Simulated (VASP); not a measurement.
Runs of VASP 6.6.1 on La. The structure is that of space group Im-3m (No. 229), or close to it. The cells are those of the table. 

```csv
task,cell,k mesh for the DOS,occupations for the DOS,gap on the mesh (eV),pressure (GPa)
single point,"a = 2.685 Å, angles 109.5°, 1 atom",-,-,none,141.4
single point,"a = 3.504 Å, angles 109.5°, 1 atom",-,-,none,(b)
single point,"a = 2.582 Å, angles 109.5°, 1 atom",-,-,none,222.6
single point,"a = 3.035 Å, angles 109.5°, 1 atom",-,-,none,25.5
single point,"a = 2.871 Å, angles 109.5°, 1 atom",-,-,none,57.1
single point,"a = 3.184 Å, angles 109.5°, 1 atom",-,-,none,(a)
```

Alike in all rows: level LDA; potentials or basis VASP PAW LDA potentials, release 64 (La); no spin polarisation; k mesh 15 × 15 × 15; cutoff (eV) 520; smearing fermi-dirac 0.08 eV.

Task: Estimate the missing entries.

Result: (a) 12.4; (b) -0.1.

Caveats: spin-orbit coupling is left out, which moves the levels of the heavy elements.

A k mesh can miss the band edges, and the runs leave out spin-orbit coupling on La.

A gap of «none» marks levels without a gap at the run's occupations.
